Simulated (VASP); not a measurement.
Input of a VASP 6.6.1 run:

Contents of INCAR:

```
SYSTEM = CuI
PREC     = Accurate       ! precision mode
ENCUT    = 520            ! plane-wave cutoff, eV
EDIFF    = 1E-7           ! SCF threshold, eV
ISMEAR   = -1             ! smearing method
SIGMA    = 0.08           ! smearing width, eV
LREAL    = .FALSE.        ! projectors in reciprocal space
LASPH    = .TRUE.         ! aspherical terms in the spheres
NELM     = 80             ! most SCF steps
ALGO     = Normal         ! electronic algorithm
ISIF     = 2              ! what is computed and relaxed
LWAVE    = .FALSE.        ! write WAVECAR
LCHARG   = .FALSE.        ! write CHGCAR
GGA      = PE             ! functional
NBANDS   = 16             ! bands
```

KPOINTS

```
Automatic mesh
0
G
  12 12 12
  0 0 0
```

File POSCAR:

```
CuI
1.0
    0.0000000000      3.0315000000      3.0315000000
    3.0315000000      0.0000000000      3.0315000000
    3.0315000000      3.0315000000      0.0000000000
Cu I
1 1
Direct
    0.7500000000      0.7500000000      0.7500000000
    0.0000000000      0.0000000000      0.0000000000
```

Potentials or basis: VASP PAW PBE potentials, release 64 (Cu, I).

The run is started by

```sh
$ cat potpaw_PBE.64/Cu/POTCAR potpaw_PBE.64/I/POTCAR > POTCAR
$ mpirun -np 1 vasp_std > vasp.out
```

Question: What does it give for the band gap on the k mesh?

Answer: 1.14 eV, direct.

Question: Estimate the pressure.

Answer: 0.3 GPa.

Caveat: spin-orbit coupling is left out, which moves the levels of the heavy elements. A hybrid or GW would open this gap; PBE tends to underestimate it.
